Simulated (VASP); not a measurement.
SnCl:

```xyz
4
Lattice="3.4975 0.0000 0.0000 -1.7488 3.0290 0.0000 0.0000 0.0000 10.0622" Properties=species:S:1:pos:R:3 pbc="T T T"
Sn    1.7488    1.0097    8.2561
Sn    0.0000    2.0193    3.2250
Cl    1.7488    1.0097    5.5794
Cl    0.0000    2.0193    0.5483
```

* Program: VASP 6.6.1
* Task: relaxation of cell and atoms
* Functional: PBE
* Dispersion: D3(BJ)
* Potentials or basis: VASP PAW PBE potentials, release 64 (Sn_d, Cl)
* Cutoff: 600 eV
* k mesh: 9 × 9 × 3
* Occupations: fermi-dirac, width 0.05 eV
* Spin: no spin polarisation

At the start: pressure -1.9 GPa; volume 26.65 Å³/atom.

Question: Where does the relaxation end?

Answer: Over 14 steps the energy falls by 12.2 meV/atom and the volume is 25.34 Å³/atom (-4.9 %); space group P6_3mc (No. 186, to 0.05 Å).

The path:
```csv
step,energy change (eV),largest force (eV/Å),pressure (GPa),volume (Å³)
1,0.0000,0.1179,-1.92,106.60
2,-0.0323,0.0678,-0.02,101.76
3,-0.0323,0.0675,-0.01,101.74
4,-0.0418,0.0703,0.07,100.54
5,-0.0421,0.0709,0.10,100.25
6,-0.0433,0.0662,0.05,100.44
7,-0.0458,0.0535,-0.13,101.02
8,-0.0475,0.0267,-0.37,102.17
9,-0.0482,0.0063,-0.19,101.94
10,-0.0483,0.0016,-0.14,101.86
11,-0.0482,0.0183,0.01,101.70
12,-0.0483,0.0040,-0.13,101.83
13,-0.0486,0.0034,-0.09,101.66
14,-0.0488,0.0013,-0.02,101.35
```

Final structure:
```
CELL_PARAMETERS angstrom
3.41373 0.00000 0.00000
-1.70687 2.95638 0.00000
0.00000 0.00000 10.04237
ATOMIC_POSITIONS crystal
Sn 0.66667 0.33333 0.81484
Sn 0.33333 0.66667 0.31484
Cl 0.66667 0.33333 0.56016
Cl 0.33333 0.66667 0.06016
```

Caveat: pairwise dispersion overbinds metals, which lowers pressure and volume.
